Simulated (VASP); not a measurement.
Sb, 2 atoms in the cell. The structure is trigonal, space group R-3m (No. 166). Conventional cell: a = 4.337 Å, b = 4.337 Å, c = 11.349 Å, α = 90.00°, β = 90.00°, γ = 120.00°. Within 3.9 Å of Sb (site symmetry 3m) lie 6 Sb at 2.93 to 3.38 Å. 

```yaml
Program: VASP 6.6.1
Task: single point
Functional: RPBE
Dispersion: D4
Potentials_or_basis: VASP PAW PBE potentials, release 64 (Sb)
Cutoff: 520 eV
k_mesh: 8 × 8 × 8
Occupations: fermi-dirac, width 0.05 eV
Spin: no spin polarisation
Dipole_correction: no
Further_INCAR_settings: ALGO = Normal; EDIFF = 1e-06; NBANDS = 12
```

Potentials or basis: VASP PAW PBE potentials, release 64 (Sb).

Command:

```bash
$ cat potpaw_PBE.64/Sb/POTCAR > POTCAR
$ mpirun -np 1 vasp_std > vasp.out
```

Hardware: 1 thread of Intel(R) Xeon(R) 6975P-C (Granite Rapids), on a shared host.

Problem. How long does it take, and how much memory?

Solution. It took 19 s on 1 thread of Intel(R) Xeon(R) 6975P-C (Granite Rapids) (shared host), peak memory 0.21 GiB. Counts: scf iterations 11, k points 65.
